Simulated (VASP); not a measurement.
Ge:

```xyz
2
Lattice="0.0000 2.8844 2.8844 2.8844 0.0000 2.8844 2.8844 2.8844 0.0000" Properties=species:S:1:pos:R:3 pbc="T T T"
Ge    4.3266    4.3266    4.3266
Ge    2.8844    2.8844    2.8844
```

Base run:

* Program: VASP 6.6.1
* Functional: RPBE
* Potentials or basis: VASP PAW PBE potentials, release 64 (Ge_d)
* Cutoff: 520 eV
* k mesh: 8 × 8 × 8
* Occupations: fermi-dirac, width 0.05 eV
* Spin: no spin polarisation

Its results: band gap on the k mesh zero (filled and empty bands touch); pressure 1.3 GPa.

**Question.** After a change of settings the same cell gave: band gap on the k mesh zero (filled and empty bands touch); pressure 8.9 GPa. Which change was it?
A. functional from RPBE to revPBE; dispersion from none to D4
B. functional from RPBE to PBE; further incar settings from ALGO = Normal; EDIFF = 1e-06; NBANDS = 21 to ALGO = Normal; EDIFF = 1e-07; NBANDS = 21
C. spin from no spin polarisation to collinear spin, antiferromagnetic start; further incar settings from ALGO = Normal; EDIFF = 1e-06; NBANDS = 21 to ALGO = Normal; EDIFF = 1e-06; NBANDS = 25
D. functional from RPBE to PBE exchange alone

**Answer.** D.

Caveats: the PAW data sets were made with another functional, which shifts forces and pressure a little (some runs).
